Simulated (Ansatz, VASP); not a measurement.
# Two plane-wave programs on Sc2AlF3

Contents of INCAR:

```
SYSTEM = Sc2AlF3
PREC = Accurate
ENCUT = 520
EDIFF = 1E-7
ISMEAR = 0
SIGMA = 0.1
LREAL = .FALSE.
LASPH = .TRUE.
NELM = 60
ALGO = Normal
ISIF = 2
LWAVE = .FALSE.
LCHARG = .FALSE.
GGA = PE
NBANDS = 32
```

File KPOINTS:

```
Automatic mesh
0
G
  6 6 2
  0 0 0
```

The input POSCAR:

```
Sc2AlF3
1.0
    3.1066909800      0.0000000000      0.0000000000
    0.0000000000      3.1066909800      0.0000000000
    0.0000000000      0.0000000000     10.3850699800
Sc Al F
2 1 3
Direct
    0.5000000000      0.5000000000      0.8473602500
    0.5000000000      0.5000000000      0.1526397500
    0.5000000000      0.5000000000      0.5000000000
    0.0000000000      0.0000000000      0.0000000000
    0.0000000000      0.0000000000      0.7145522800
    0.0000000000      0.0000000000      0.2854477200
```

Input for Ansatz:

```yaml
crystal:
  lattice:
    - [3.10669098, 0.0, 0.0]
    - [0.0, 3.10669098, 0.0]
    - [0.0, 0.0, 10.38506998]
  atoms:
    - { symbol: Sc, position: [0.5, 0.5, 0.84736025] }
    - { symbol: Sc, position: [0.5, 0.5, 0.15263975] }
    - { symbol: Al, position: [0.5, 0.5, 0.5] }
    - { symbol: F, position: [0.0, 0.0, 0.0] }
    - { symbol: F, position: [0.0, 0.0, 0.71455228] }
    - { symbol: F, position: [0.0, 0.0, 0.28544772] }
basis:
  ecutwfc: 420
kpoints:
  mp_grid: { grid: [6, 6, 2] }
hamiltonian:
  xc: pbe
scf:
  occupations: { method: gaussian, width: 0.1 }
  lower_state_search: "off"
output:
  forces: true
  stress: true
  eigenvalues: true
```

Change from the starting cell: species swapped into the MgSc3Ru2 type (P4/mmm, No. 123).

Alike in both runs: task single point; functional PBE; k mesh 6 × 6 × 2; occupations gaussian, width 0.1 eV; no spin polarisation.

|  | VASP | Ansatz |
| --- | --- | --- |
| version | VASP 6.6.1 | Ansatz 0.2.0 |
| potentials or method | VASP PAW PBE potentials, release 64 (Sc_sv, Al, F), cutoff 520 eV | scalar-relativistic, plane waves, PAW |
| valence electrons in the cell | 46 | 46 |

Ansatz gave:

| Quantity | Value |
| --- | --- |
| gap on the k mesh at the Fermi level (eV) | none |
| pressure (GPa) | -8.0 |
| traceless stress, the component that is largest in VASP (GPa) | 1.61 |
| rms of the force components (eV/Å) | 0.724 |

Q: Estimate VASP's values.

A: gap on the k mesh at the Fermi level (eV): none; pressure (GPa): -8.1; traceless stress, the component that is largest in VASP (GPa): 1.58; rms of the force components (eV/Å): 0.719.

Atom by atom the forces differ by 0.006 eV/Å (rms over components). A gap of «none» marks a metal or a gap that the smearing closes.
